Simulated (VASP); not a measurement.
As: single point with PBEsol+D3(BJ)

Crystal: As.

```
CELL_PARAMETERS angstrom
1.87252 1.08110 3.26174
-1.87252 1.08110 3.26174
0.00000 -2.16220 3.26174
ATOMIC_POSITIONS crystal
As 0.23235 0.23235 0.23235
As 0.76765 0.76765 0.76765
```

| Property | Result |
| --- | --- |
| Program | VASP 6.6.1 |
| Task | single point |
| Functional | PBEsol |
| Dispersion | D3(BJ) |
| Potentials or basis | VASP PAW PBE potentials, release 64 (As) |
| Cutoff | 520 eV |
| k mesh | 9 × 9 × 9 |
| Occupations | fermi-dirac, width 0.05 eV |
| Spin | no spin polarisation |

```yaml
Pressure: 0.5 GPa
Largest_force: 0.057 eV/Å
Band_gap_on_the_k_mesh: zero (band 5 reaches 6.22 eV, above the bottom of band 6 at 6.21 eV)
Dispersion_energy_per_atom: -0.399 eV
```

Forces on the atoms (eV/Å):
```
As   0.000  0.000  0.057
As   0.000  0.000 -0.057
```

Stress tensor (GPa, compression positive):
```
0.53 0.00 0.00
0.00 0.53 0.00
0.00 0.00 0.34
```

Levels at points of the mesh, in eV from the Fermi level:
```
           k point  band 2  band 3  band 4  band 5  band 6  band 7  band 8  band 9
(0.00, 0.00, 0.00)   -5.25   -2.45   -2.21   -2.21    2.35    3.29    3.29    6.21
```

Run time: 14 s on 1 thread of AMD EPYC 9R45 96-Core Processor (Zen 5), on a shared host, peak memory 0.16 GiB.

Caveat: the PAW data sets were made with another functional, which shifts forces and pressure a little; pairwise dispersion overbinds metals, which lowers pressure and volume.
